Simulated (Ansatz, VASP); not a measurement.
# One calculation of Nb, two programs

```xyz
1
Lattice="-1.6640 1.6640 1.7139 1.6640 -1.6640 1.7139 1.6640 1.6640 -1.7139" Properties=species:S:1:pos:R:3 pbc="T T T"
Nb    0.0000    0.0000    0.0000
```

Change from the starting cell: strain +0.000 along x and y, +0.030 along z, atoms carried along.

Alike in both runs: task single point; functional PBEsol; k mesh 20 × 20 × 20; occupations gaussian, width 0.15 eV; no spin polarisation.

```csv
,VASP,Ansatz
version,VASP 6.6.1,Ansatz 0.2.0
potentials or method,"VASP PAW PBE potentials, release 64 (Nb_sv), cutoff 520 eV","scalar-relativistic, plane waves, PAW"
valence electrons in the cell,13,13
```

```csv
,VASP,Ansatz,Ansatz less VASP
gap on the k mesh at the Fermi level (eV),none,none,-
pressure (GPa),-12.8,-12.6,+0.22
"traceless stress, the component that is largest in VASP (GPa)",-2.00,-2.01,-0.010
```

VASP's potentials were made for PBE, not for PBEsol. A gap of «none» marks a metal or a gap that the smearing closes. The functional is the same, so the differences come from potentials, cutoffs and numerics.
